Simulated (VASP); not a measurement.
Runs of VASP 6.6.1 on LiH. The structure is that of space group Pm-3m (No. 221), or close to it. The cells are those of the table. 

| level | cell | k mesh | grid for exact exchange (PRECFOCK) | share of exact exchange | screening parameter | gap on the mesh (eV) |
| --- | --- | --- | --- | --- | --- | --- |
| r2SCAN | a = 2.537, b = 2.537, c = 2.502 Å, 2 atoms | 10 × 10 × 10 | - | - | - | (a) |
| HSE06 | a = 2.502, b = 2.502, c = 2.358 Å, 2 atoms | 8 × 8 × 8 | Normal | 0.25 | 0.2079 1/Å | 1.16 |
| HSE06 | a = 2.537, b = 2.537, c = 2.502 Å, 2 atoms | 8 × 8 × 8 | Normal | 0.25 | 0.2079 1/Å | 1.38 |
| r2SCAN | a = 2.489, b = 2.489, c = 2.497 Å, 2 atoms | 10 × 10 × 10 | - | - | - | 1.27 |

Alike in all rows: task single point; potentials or basis VASP PAW PBE potentials, release 64 (Li_sv, H); no spin polarisation; cutoff (eV) 520; smearing gaussian 0.01 eV.

Q: Fill in the values left out.

A: (a) 1.24.

A k mesh can miss the band edges.
